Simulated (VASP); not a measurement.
# B17HN18 (a cell with a defect) in VASP: a series of runs

The runs below take B17HN18 (a cell with a defect) through single point, with PBE.

Program: VASP 6.6.1. These are calculated values, not measurements. Logs are shortened: lines on timing, memory, paths and dates and some standing lists are left out, and cuts for length are marked.

**1. The cell of the first run**

The cell holds a defect, 36 atoms: a = 7.465 Å, b = 7.465 Å, c = 6.495 Å, α = 90.00°, β = 90.00°, γ = 120.00°.

**2. Single point, PBE**

INCAR

```
SYSTEM = B17HN18
ALGO = Normal
EDIFF = 1E-6
ENCUT = 520
GGA = PE
GGA_COMPAT = .FALSE.
ISIF = 2
ISMEAR = 0
ISYM = -1
LASPH = .TRUE.
LCHARG = .FALSE.
LREAL = Auto
LWAVE = .FALSE.
NBANDS = 95
NELECT = 144.0
NELM = 120
PREC = Accurate
SIGMA = 0.01
```

KPOINTS

```
explicit points
1
Reciprocal
  0.25000000   0.25000000   0.25000000 1
```

POSCAR

```
B17HN18
1.0
    7.4650312800      0.0000000000      0.0000000000
   -3.7325156400      6.4649067300      0.0000000000
    0.0000000000      0.0000000000      6.4954828800
B N H
17 18 1
Direct
    0.1107364260      0.2207956300      0.2502189593
    0.2242633297      0.1141900002      0.7495200108
    0.1104132822      0.5535443534      0.2501399060
    0.2288482029      0.4526680604      0.7490794585
    0.1102769257      0.8871087401      0.2501213882
    0.2226935023      0.7802654579      0.7499963083
    0.4442433502      0.2212526642      0.2499627167
    0.5554538898      0.1128320180      0.7499329514
    0.4441677924      0.5535536814      0.2500616372
    0.4440755012      0.8871003222      0.2501340585
    0.5508507856      0.7720947821      0.7492456736
    0.7772673801      0.2207479120      0.2501428459
    0.8888501595      0.1119046055      0.7497685744
    0.7765605073      0.5535143152      0.2501994561
    0.8891570617      0.4517912304      0.7508261820
    0.7770136310      0.8868804775      0.2500846623
    0.8856834056      0.7721454088      0.7506117188
    0.1115108739      0.2243201706      0.7491102981
    0.2211952649      0.1097669132      0.2502703041
    0.1123884656      0.5582100728      0.7502653697
    0.2210581160      0.4430010828      0.2500479975
    0.1123136271      0.8915043565      0.7500476484
    0.2212619950      0.7764683750      0.2501632096
    0.4416180379      0.2156029497      0.7496842456
    0.5545982083      0.1097864933      0.2499679035
    0.4413992767      0.5588820604      0.7481023085
    0.5544919163      0.4429179039      0.2499788437
    0.4455345425      0.8910218545      0.7497370189
    0.5546985788      0.7766368844      0.2501428785
    0.7792234403      0.2239457177      0.7501828253
    0.8879378443      0.1098376035      0.2501341302
    0.7844028041      0.5590246281      0.7516996167
    0.8879543432      0.4430361978      0.2503760093
    0.7781928947      0.8901401735      0.7499592887
    0.8879754019      0.7765869042      0.2499932137
    0.5294755154      0.3824925589      0.7500903820
```

Potentials or basis: VASP PAW PBE potentials, release 64 (B, N, H).

Launch:

```bash
$ cat potpaw_PBE.64/B/POTCAR potpaw_PBE.64/N/POTCAR potpaw_PBE.64/H/POTCAR > POTCAR
$ mpirun -np 1 vasp_std > vasp.out
```

OUTCAR:

```text
SYSTEM = B17HN18
   EDIFF = 1E-6
   ENCUT = 520
   GGA = PE
   ISIF = 2
   ISMEAR = 0
   ISYM = -1
   LASPH = .TRUE.
   LREAL = Auto
   NELECT = 144.0
   NELM = 120
   PREC = Accurate

 ion  position               nearest neighbor table
   1  0.111  0.221  0.250-  19 1.43  21 1.44  31 1.44
   2  0.224  0.114  0.750-  24 1.41  22 1.44  18 1.44
   3  0.110  0.554  0.250-  21 1.43  33 1.44  23 1.44
   4  0.229  0.453  0.749-  26 1.37  20 1.44  18 1.48
   5  0.110  0.887  0.250-  23 1.43  35 1.44  19 1.44
   6  0.223  0.780  0.750-  22 1.43  20 1.44  28 1.44
[... 17 lines left out ...]
  24  0.442  0.216  0.750-  36 1.08   8 1.40   2 1.41
  25  0.555  0.110  0.250-   7 1.43  12 1.44  10 1.44
  26  0.441  0.559  0.748-   4 1.37  11 1.38
  27  0.554  0.443  0.250-   9 1.43   7 1.43  14 1.44
  28  0.446  0.891  0.750-   8 1.43   6 1.44  11 1.45
  29  0.555  0.777  0.250-  10 1.43  16 1.44   9 1.44
  30  0.779  0.224  0.750-  13 1.43   8 1.45  15 1.47
  31  0.888  0.110  0.250-  12 1.43   1 1.44  16 1.44
  32  0.784  0.559  0.752-  15 1.37  17 1.38
  33  0.888  0.443  0.250-  14 1.43  12 1.44   3 1.44
  34  0.778  0.890  0.750-  13 1.43  17 1.46  11 1.47
  35  0.888  0.777  0.250-  16 1.43   5 1.44  14 1.44
  36  0.529  0.382  0.750-  24 1.08

IMPORTANT INFORMATION: All symmetrisations will be switched off!
NOSYMM: (Re-)initialisation of all symmetry stuff for point group C_1.

----------------------------------------------------------------------------------------

                                     Primitive cell

  volume of cell :     313.4768

  direct lattice vectors                    reciprocal lattice vectors
     7.465031280  0.000000000  0.000000000     0.133957912  0.077340636  0.000000000
    -3.732515640  6.464906730  0.000000000     0.000000000  0.154681273  0.000000000
     0.000000000  0.000000000  6.495482880     0.000000000  0.000000000  0.153953142

  length of vectors
     7.465031280  7.465031281  6.495482880     0.154681273  0.154681273  0.153953142

  position of ions in fractional coordinates (direct lattice)
     0.110736426  0.220795630  0.250218959
     0.224263330  0.114190000  0.749520011
     0.110413282  0.553544353  0.250139906
     0.228848203  0.452668060  0.749079458
     0.110276926  0.887108740  0.250121388
     0.222693502  0.780265458  0.749996308
[... 28 lines left out ...]
     0.887975402  0.776586904  0.249993214
     0.529475515  0.382492559  0.750090382

  ion indices of the primitive-cell ions
   primitive index   ion index
                 1           1
                 2           2
                 3           3
                 4           4
                 5           5
                 6           6
[... 28 lines left out ...]
                35          35
                36          36

----------------------------------------------------------------------------------------

 KPOINTS: explicit points

Read explicit list of k-points.

 Found      1 k-points:

 Following reciprocal coordinates:
            Coordinates               Weight
  0.250000  0.250000  0.250000      1.000000
   k-points           NKPTS =      1   k-points in BZ     NKDIM =      1   number of bands    NBANDS=     95
   number of dos      NEDOS =    301   number of ions     NIONS =     36
   total plane-waves  NPLWV = 150528
   dimension x,y,z NGX =    56 NGY =   56 NGZ =   48
   dimension x,y,z NGXF=   112 NGYF=  112 NGZF=   96
   ions per type =              17  18   1
   NGX,Y,Z   is equivalent  to a cutoff of  12.47, 12.47, 12.29 a.u.
   NGXF,Y,Z  is equivalent  to a cutoff of  24.94, 24.94, 24.57 a.u.
 SYSTEM =  B17HN18
   PREC   = accura    normal or accurate (medium, high low for compatibility)
   ISTART =      0    job   : 0-new  1-cont  2-samecut
   ICHARG =      2    charge: 1-file 2-atom 10-const
   ISPIN  =      1    spin polarized calculation?
   LNONCOLLINEAR =      F non collinear calculations
   LSORBIT =      F    spin-orbit coupling
   LASPH  =      T    aspherical Exc in radial PAW
   ENCUT  =  520.0 eV  38.22 Ry    6.18 a.u.  13.88 13.88 12.08*2*pi/ulx,y,z
   NELM   =    120;   NELMIN=  2; NELMDL= -5     # of ELM steps
   EDIFF  = 0.1E-05   stopping-criterion for ELM
   LREAL  =      T    real-space projection
   EDIFFG = 0.1E-04   stopping-criterion for IOM
   NSW    =      0    number of steps for IOM
   IBRION =     -1    ionic relax: 0-MD 1-quasi-New 2-CG
   NFREE  =      0    steps in history (QN), initial steepest desc. (CG)
   ISIF   =      2    stress and relaxation
   ISYM   =     -1    0-nonsym 1-usesym 2-fastsym
   POTIM  = 0.5000    time-step for ionic-motion
   TEBEG  =    0.0;   TEEND  =   0.0 temperature during run
   PSTRESS=    0.0 pullay stress
   NELECT =     144.0000    total number of electrons
   NUPDOWN=      -1.0000    fix difference up-down
   EMIN   =  10.00;   EMAX   =-10.00  energy-range for DOS
   EFERMI =   0.00;   METHOD = LEGACY
   ISMEAR =     0;   SIGMA  =   0.01  broadening in eV -4-tet -1-fermi 0-gaus
   EFERMI_NEDOS =   21; number of points for ismear=-14 and -15
   IALGO  =     38    algorithm
   IMIX   =      4    mixing-type and parameters
     AMIX     =   0.40;   BMIX     =  1.00
     AMIX_MAG =   1.60;   BMIX_MAG =  1.00
  volume/ion in A,a.u.               =       8.71        58.76
  Fermi-wavevector in a.u.,A,eV,Ry     =   1.263166  2.387038 21.709310  1.595589
  Thomas-Fermi vector in A             =   2.396537
   LORBIT       =      0    0 simple, 1 ext, 2 COOP (PROOUT), +10 PAW based schemes
   GGA     = PE    functional components
   LHFCALC =     F    Hartree Fock is set to
   AEXX    =    0.0000 exact exchange contribution
   IVDW    =     0    specifies the selected vdW correction
   LEPSILON=     F    determine dielectric tensor
   LRPA    =     F    only Hartree local field effects (RPA)
 non-spin polarized calculation
 Gauss-broadening in eV      SIGMA  =   0.01
  energy-cutoff  :      520.00
  volume of cell :      313.48
 maximum number of plane-waves:      8452
 NGX is ok and might be reduce to    56
   NGX = 27   NGY = 27   NGZ = 25

 number of electron     143.9999999 magnetization

 Free energy of the ion-electron system (eV)
  ---------------------------------------------------
  ext. energy  EPLUGINS =         0.00000000
  ---------------------------------------------------
  free energy    TOTEN  =      -298.78011285 eV

  energy without entropy =     -298.78011285  energy(sigma->0) =     -298.78011285

 E-fermi :   4.8039     XC(G=0): -10.2748

 val. band max:        4.7466448406   @ k =   0.2500   0.2500   0.2500
 cond. band min:       6.3842107990   @ k =   0.2500   0.2500   0.2500
 fundamental gap:      1.6375659585
 Fermi energy:         4.8039189652

 k-point     1 :       0.2500    0.2500    0.2500
  band No.  band energies     occupation
      1     -15.9765      2.00000
      2     -15.4783      2.00000
      3     -15.4286      2.00000
      4     -14.1665      2.00000
      5     -14.0823      2.00000
      6     -14.0589      2.00000
[... 76 lines left out ...]
     83       9.4094      0.00000
     84       9.5305      0.00000
 [bands above 84 left out]

------------------------ aborting loop because EDIFF is reached ----------------------------------------

  FORCE on cell =-STRESS in cart. coord.  units (eV):
  Direction    XX          YY          ZZ          XY          YZ          ZX
  --------------------------------------------------------------------------------------
  -------------------------------------------------------------------------------------
  Total       45.1322838     41.3119207     20.0226749     -0.2932598     -0.0895751     -0.0792914
  in kB      230.6707646    211.1449172    102.3357416     -1.4988486     -0.4578177     -0.4052578
  external PRESSURE =     181.3838078 kB  Pullay stress =       0.0000000 kB

 VOLUME and BASIS-vectors are now :
 -----------------------------------------------------------------------------
  energy-cutoff  :      520.00
  volume of cell :      313.48
      direct lattice vectors                 reciprocal lattice vectors
     7.465031280  0.000000000  0.000000000     0.133957912  0.077340636  0.000000000
    -3.732515640  6.464906730  0.000000000     0.000000000  0.154681273  0.000000000
     0.000000000  0.000000000  6.495482880     0.000000000  0.000000000  0.153953142

 POSITION                                       TOTAL-FORCE (eV/Angst)
 -----------------------------------------------------------------------------------
      0.00253      1.42742      1.62529        -0.006008      0.002595      0.000073
      1.24792      0.73823      4.86849         0.011680      0.009017      0.004295
     -1.24187      3.57861      1.62478        -0.006925      0.003020      0.001647
      0.01877      2.92646      4.86563         0.031074     -0.023717      0.004080
     -2.48793      5.73508      1.62466        -0.007199      0.003513      0.000001
     -1.24994      5.04434      4.87159         0.007309     -0.001752      0.003971
[... 28 lines left out ...]
      3.73014      5.02056      1.62383         0.006564     -0.001264     -0.000419
      2.52489      2.47278      4.87220         0.015986      0.012807     -0.011368
 -----------------------------------------------------------------------------------
    total drift:                               -0.005029      0.000566     -0.000102

  FREE ENERGIE OF THE ION-ELECTRON SYSTEM (eV)
  ---------------------------------------------------
  free  energy   TOTEN  =      -298.7801128548 eV

  energy  without entropy=     -298.7801128548  energy(sigma->0) =     -298.78011285
```

Run time: 84 s. Hardware: 1 thread of Intel Xeon 8259CL, shared host; peak memory 0.37 GiB.

What came out:

```
Free energy   : -298.7801 eV
Largest force : 0.039 eV/Å
```

Forces on the atoms (eV/Å):
```
B   -0.006  0.003  0.000
B    0.012  0.009  0.004
B   -0.007  0.003  0.002
B    0.031 -0.024  0.004
B   -0.007  0.004  0.000
B    0.007 -0.002  0.004
B   -0.005  0.006  0.002
B   -0.006 -0.005  0.003
B   -0.003  0.002  0.009
B   -0.005  0.006  0.002
B    0.027 -0.019  0.005
B   -0.008  0.005  0.000
B    0.001  0.001 -0.002
B   -0.010  0.002  0.000
B   -0.007 -0.020 -0.002
B   -0.006  0.001  0.001
B   -0.006 -0.001 -0.005
N    0.000  0.009  0.001
N    0.007 -0.007 -0.003
N   -0.012  0.016 -0.001
N    0.006 -0.001 -0.006
N   -0.010 -0.008 -0.001
N    0.007 -0.004 -0.002
N   -0.020  0.021  0.006
N    0.008 -0.007 -0.002
N   -0.012  0.009 -0.020
N    0.005 -0.003 -0.002
N   -0.004  0.003 -0.003
N    0.005 -0.002 -0.007
N   -0.006  0.017  0.004
N    0.007 -0.002 -0.001
N   -0.011 -0.006  0.018
N    0.008 -0.004  0.001
N   -0.003 -0.014  0.001
N    0.007 -0.001  0.000
H    0.016  0.013 -0.011
```

Levels at points of the mesh, in eV from the Fermi level:
```tsv
k point	band 68	band 69	band 70	band 71	band 72	band 73	band 74	band 75	band 76	band 77
(0.25, 0.25, 0.25)	-2.40	-1.82	-1.57	-1.54	-0.06	1.58	1.71	1.80	2.56	3.29
```

Caveat: the cell carries a net charge on a neutralising background, which shifts energy and pressure; the cell is charged against a uniform background, so pressure and absolute levels hang on convention.

(Continued in part 2 of 3.)
